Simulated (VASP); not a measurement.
**HfO2: relaxation of cell and atoms with PBE+U**

The system is HfO2.

```xyz
3
Lattice="0.0000 2.5575 2.5575 2.5575 0.0000 2.5575 2.5575 2.5575 0.0000" Properties=species:S:1:pos:R:3 pbc="T T T"
Hf    0.0000    0.0000    0.0000
O     3.8363    3.8363    3.8363
O     1.2788    1.2788    1.2788
```

```yaml
Program: VASP 6.6.1
Task: relaxation of cell and atoms
Functional: PBE
Potentials_or_basis: VASP PAW PBE potentials, release 64 (Hf_pv, O)
Cutoff: 600 eV
k_mesh: 9 × 9 × 9
Occupations: fermi-dirac, width 0.05 eV
Spin: no spin polarisation
Hubbard_terms: Hf d U = 6.0 eV
Dipole_correction: no
Further_INCAR_settings: ALGO = Normal; EDIFF = 1e-07; IBRION = 2; EDIFFG = -0.01; NSW = 60; ISIF = 3
```

| Quantity | Value |
| --- | --- |
| Relaxed volume | 11.61 Å³/atom |
| Relaxed cell | a = 3.666 Å, b = 3.666 Å, c = 3.666 Å, α = 60.00°, β = 60.00°, γ = 60.00° |
| Space group after relaxing (to 0.1 Å) | Fm-3m (No. 225) |
| Energy gained by relaxing | 13.4 meV/atom |
| Ionic steps | 3 |
| Pressure after relaxing | -0.1 GPa |
| Band gap on the k mesh | 4.47 eV (least direct gap 4.59 eV) |

The path:
```csv
step,energy change (eV),largest force (eV/Å),pressure (GPa),volume (Å³)
1,0.0000,0.0000,9.87,33.46
2,0.0406,0.0000,-11.81,36.89
3,-0.0402,0.0000,-0.13,34.83
```

Final structure:
```xyz
3
Lattice="0.0000 2.5920 2.5920 2.5920 0.0000 2.5920 2.5920 2.5920 0.0000" Properties=species:S:1:pos:R:3 pbc="T T T"
Hf    0.0000    0.0000    0.0000
O     3.8880    3.8880    3.8880
O     1.2960    1.2960    1.2960
```

Levels at points of the mesh, in eV from the valence-band top:
```tsv
k point	band 9	band 10	band 11	band 12	band 13	band 14
(0.00, 0.00, 0.00)	-0.56	-0.56	-0.56	5.03	5.17	5.17
```

Eigenvalues of the final occupation matrices:
```
    site  spin  trace               eigenvalues
site 1 d     1   0.54  0.04 0.04 0.15 0.15 0.15
site 1 d     2   0.54  0.04 0.04 0.15 0.15 0.15
```

It took 32 s on 1 thread of Intel(R) Xeon(R) 6975P-C (Granite Rapids) (shared host), peak memory 0.19 GiB.

Caveat: spin-orbit coupling is left out, which moves the levels of the heavy elements; an odd mesh through Γ misses points on the zone boundary, where band edges can lie. PBE usually gives volumes a little too large and moduli too small.
